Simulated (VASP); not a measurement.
Input of a VASP 6.6.1 run:

The input INCAR:

```
SYSTEM = Hf2B3
ALGO = Normal
EDIFF = 1E-6
EDIFFG = -0.04
ENCUT = 600
GGA = PE
IBRION = 2
ISIF = 3
ISMEAR = 0
LASPH = .True.
LCHARG = .False.
LREAL = .False.
LWAVE = .False.
NELM = 100
NSW = 90
PREC = Accurate
SIGMA = 0.1
```

File KPOINTS:

```
k-points
0
Gamma
  6 6 4
  0 0 0
```

File POSCAR:

```
Hf2B3
1.0
    3.8684624100      0.0000000000      0.0000000000
   -1.9342312100      3.3501867200      0.0000000000
    0.0000000000      0.0000000000      3.9231701100
Hf B
2 3
Direct
    0.3333333300      0.6666666700      0.5000000000
    0.6666666700      0.3333333300      0.5000000000
    0.0000000000      0.0000000000      0.7979469900
    0.0000000000      0.0000000000      0.2020530100
    0.0000000000      0.0000000000      0.5000000000
```

Potentials or basis: VASP PAW PBE potentials, release 64 (Hf_pv, B).

The run is started by

```console
$ cat potpaw_PBE.64/Hf_pv/POTCAR potpaw_PBE.64/B/POTCAR > POTCAR
$ mpirun -np 1 vasp_std > vasp.out
```

(1) Predict the space group after relaxing (to 0.05 Å).

(2) Predict the relaxed cell.

(3) Estimate the relaxed volume.

Results:

(1) P6/mmm (No. 191).

(2) a = 4.514 Å, b = 4.514 Å, c = 4.691 Å, α = 90.00°, β = 90.00°, γ = 120.00°.

(3) 16.56 Å³/atom.

Caveat: the k points lie up to 0.33 Å⁻¹ apart in the final cell; the volume moved by over 15 % at a fixed basis, so the end points are rough.
